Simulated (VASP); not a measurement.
Input of a VASP 6.6.1 run:

The input POSCAR:

```
C
1.0
    2.5098396852      0.0000000000      0.0000000000
   -1.2549198426      2.1735849268      0.0000000000
    0.0000000000      0.0000000000      8.2803246248
C
8
Direct
    0.0888785908      0.0650636442      0.0929334757
   -0.0888785908     -0.0650636442      0.5929334757
   -0.0888785908     -0.0650636442      0.4070665243
    0.0888785908      0.0650636442      0.9070665243
    0.4058935043      0.7197843984      0.1554962089
    0.5941064957      0.2802156016      0.6554962089
    0.2607731623      0.6135489349      0.3445037911
    0.7392268377      0.3864510651      0.8445037911
```

INCAR.step1

```
PREC = Accurate ; ENCUT = 520
ISMEAR = 0 ; SIGMA = 0.05
LREAL = F ; LASPH = T
NELM = 80 ; NBANDS = 26
GGA = PE ; ALGO = Normal
EDIFF = 1E-4 ; LWAVE = T
LCHARG = F
```

File INCAR.step2:

```
PREC = Accurate ; ENCUT = 520
EDIFF = 1E-6 ; ISMEAR = 0
SIGMA = 0.05 ; LREAL = F
LASPH = T ; NELM = 80
ALGO = Normal ; ISIF = 2
LWAVE = F ; LCHARG = F
METAGGA = R2SCAN ; LMIXTAU = T
NBANDS = 26 ; ISTART = 1
```

File KPOINTS:

```
Automatic mesh
0
Gamma
  12 12 4
```

Potentials or basis: VASP PAW PBE potentials, release 64 (C).

Command:

```console
$ cat potpaw_PBE.64/C/POTCAR > POTCAR
$ cp INCAR.step1 INCAR
$ mpirun -np 1 vasp_std > vasp.out
$ cp INCAR.step2 INCAR
$ mpirun -np 1 vasp_std > vasp.out
```

Task: Estimate the largest force.

Result: 1.530 eV/Å.

Task: Estimate the band gap on the k mesh.

Result: 4.43 eV (least direct gap 5.44 eV).

Task: What does it give for the pressure?

Result: 1.8 GPa.

Stress tensor (GPa, compression positive):
```
 0.60 -2.68  0.00
-2.68  0.73  0.00
 0.00  0.00  4.01
```

Caveat: the cell differs from its parent crystal (atoms displaced along a vibrational mode); the PAW data sets were made with another functional, which shifts forces and pressure a little. A k mesh can miss the band edges.
